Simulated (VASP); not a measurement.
Runs of VASP 6.6.1 on CuO. The structure is that of space group P4/mmm (No. 123), or close to it. The cells are those of the table. 

```csv
level,potentials or basis,U,cell,k mesh,gap on the mesh (eV),pressure (GPa)
r2SCAN+U,"VASP PAW PBE potentials, release 64 (Cu, O)",Cu d U = 5.3 eV,"a = 3.862, b = 3.862, c = 3.276 Å, 4 atoms",8 × 8 × 6,none,-4.5
PBEsol,"VASP PAW PBE potentials, release 64 (Cu, O)",-,"a = 3.837, b = 3.837, c = 3.306 Å, 4 atoms",6 × 6 × 5,none,0.7
PBE,"VASP PAW PBE potentials, release 64 (Cu, O)",-,"a = 3.889, b = 3.889, c = 4.057 Å, 4 atoms",6 × 6 × 5,none,0.5
LDA,"VASP PAW LDA potentials, release 64 (Cu, O)",-,"a = 3.795, b = 3.795, c = 3.108 Å, 4 atoms",6 × 6 × 5,none,(a)
```

Alike in all rows: task single point; no spin polarisation; cutoff (eV) 520; smearing fermi-dirac 0.05 eV.

Task: Fill in the values left out.

Result: (a) 0.8.

Caveats: some runs use coarse meshes; semilocal functionals often make such compounds metallic where correlation or magnetic order opens a gap, which also shifts bond lengths (at least some runs); the PAW data sets were made with another functional, which shifts forces and pressure a little (at least some runs); the cell stands under tension (at least some runs); U without spin polarisation on a metal has little footing (at least some runs).

A gap of «none» marks levels without a gap at the run's occupations.
